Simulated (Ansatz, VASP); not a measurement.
## In2O3: VASP beside Ansatz

Contents of INCAR:

```
SYSTEM = In2O3
PREC = Accurate ; ENCUT = 520
EDIFF = 1E-6 ; ISMEAR = 0
SIGMA = 0.02 ; LREAL = .False.
LASPH = .True. ; NELM = 80
ALGO = Normal ; ISIF = 2
LWAVE = .False. ; LCHARG = .False.
GGA = PS ; NBANDS = 55
```

Contents of KPOINTS:

```
regular mesh
0
Gamma
  6 6 6
  0 0 0
```

Contents of POSCAR:

```
In2O3
1.0
    2.7562186578      1.5913035840      4.8456979816
   -2.7562186578      1.5913035840      4.8456979816
    0.0000000000     -3.1826071681      4.8456979816
In O
4 6
Direct
    0.6425528069      0.6425528069      0.6425528069
    0.8574471931      0.8574471931      0.8574471931
    0.3574471931      0.3574471931      0.3574471931
    0.1425528069      0.1425528069      0.1425528069
    0.0458555512      0.7500000000      0.4541444488
    0.7500000000      0.4541444488      0.0458555512
    0.4541444488      0.0458555512      0.7500000000
    0.9541444488      0.2500000000      0.5458555512
    0.5458555512      0.9541444488      0.2500000000
    0.2500000000      0.5458555512      0.9541444488
```

Input for Ansatz:

```yaml
crystal:
  lattice:
    - [2.7562186578, 1.591303584, 4.8456979816]
    - [-2.7562186578, 1.591303584, 4.8456979816]
    - [0.0, -3.1826071681, 4.8456979816]
  atoms:
    - { symbol: In, position: [0.6425528069, 0.6425528069, 0.6425528069] }
    - { symbol: In, position: [0.8574471931, 0.8574471931, 0.8574471931] }
    - { symbol: In, position: [0.3574471931, 0.3574471931, 0.3574471931] }
    - { symbol: In, position: [0.1425528069, 0.1425528069, 0.1425528069] }
    - { symbol: O, position: [0.0458555512, 0.75, 0.4541444488] }
    - { symbol: O, position: [0.75, 0.4541444488, 0.0458555512] }
    - { symbol: O, position: [0.4541444488, 0.0458555512, 0.75] }
    - { symbol: O, position: [0.9541444488, 0.25, 0.5458555512] }
    - { symbol: O, position: [0.5458555512, 0.9541444488, 0.25] }
    - { symbol: O, position: [0.25, 0.5458555512, 0.9541444488] }
basis:
  ecutwfc: 420
  xc_grid: 2
kpoints:
  mp_grid: { grid: [6, 6, 6] }
  band_path: { path: [VBM, CBM], npoints: 2 }
hamiltonian:
  xc: pbesol
scf:
  occupations: { method: gaussian, width: 0.02 }
output:
  forces: true
  stress: true
  eigenvalues: true
```

Alike in both runs: task single point; functional PBEsol; k mesh 6 × 6 × 6; occupations gaussian, width 0.02 eV; no spin polarisation.

|  | VASP | Ansatz |
| --- | --- | --- |
| version | VASP 6.6.1 | Ansatz 0.2.0 |
| potentials or method | VASP PAW PBE potentials, release 64 (In_d, O), cutoff 520 eV | scalar-relativistic, plane waves, PAW |
| valence electrons in the cell | 88 | 88 |

Ansatz gave:

- gap on the k mesh at the Fermi level (eV): 1.12
- least direct gap on the mesh (eV): 1.17
- pressure (GPa): 0.0
- traceless stress, the component that is largest in VASP (GPa): 0.00

Q: What did VASP give for the same quantities?

A: gap on the k mesh at the Fermi level (eV): 1.11; least direct gap on the mesh (eV): 1.16; pressure (GPa): 0.5; traceless stress, the component that is largest in VASP (GPa): -0.10.

VASP's potentials were made for PBE, not for PBEsol.
